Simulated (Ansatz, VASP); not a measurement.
## One calculation of TiAl, two programs

INCAR

```
PREC = Accurate ; ENCUT = 520
EDIFF = 1E-6 ; ISMEAR = 0
SIGMA = 0.15 ; LREAL = False
LASPH = True ; NELM = 100
ALGO = Fast ; ISIF = 2
LWAVE = False ; LCHARG = True
GGA = PS ; LELF = True
LVHAR = True ; NBANDS = 14
```

The input KPOINTS:

```
Automatic mesh
0
Gamma
  16 16 16
```

The input POSCAR:

```
TiAl
1.0
    3.0279315080      0.0000000000      0.0000000000
    0.0000000000      3.0279315080      0.0000000000
    0.0000000000      0.0000000000      3.2459425766
Ti Al
1 1
Direct
    0.0000000000      0.0000000000      0.0000000000
    0.5000000000      0.5000000000      0.5000000000
```

Input for Ansatz:

```yaml
crystal:
  lattice:
    - [3.027931508, 0.0, 0.0]
    - [0.0, 3.027931508, 0.0]
    - [0.0, 0.0, 3.2459425766]
  atoms:
    - { symbol: Ti, position: [0.0, 0.0, 0.0] }
    - { symbol: Al, position: [0.5, 0.5, 0.5] }
basis:
  ecutwfc: 520.0
kpoints:
  mp_grid: { grid: [16, 16, 16] }
hamiltonian:
  xc: pbesol
  pseudopotentials: { kind: paw, azcp: { folder: soft_1 } }
scf:
  occupations: { method: gaussian, width: 0.15 }
output:
  forces: true
  stress: true
  eigenvalues: true
```

Alike in both runs: task single point; functional PBEsol; k mesh 16 × 16 × 16; occupations gaussian, width 0.15 eV; no spin polarisation.

|  | VASP | Ansatz |
| --- | --- | --- |
| version | VASP 6.6.1 | Ansatz 0.2.0 |
| potentials or method | VASP PAW PBE potentials, release 64 (Ti_sv, Al), cutoff 520 eV | scalar-relativistic, plane waves, PAW |
| valence electrons in the cell | 15 | 15 |

```csv
,VASP,Ansatz,Ansatz less VASP
gap on the k mesh at the Fermi level (eV),none,none,-
pressure (GPa),7.3,7.3,+0.04
"traceless stress, the component that is largest in VASP (GPa)",3.73,3.73,0.000
```

VASP's potentials were made for PBE, not for PBEsol, and Ansatz warns of the same on its side. A gap of «none» marks a metal or a gap that the smearing closes.
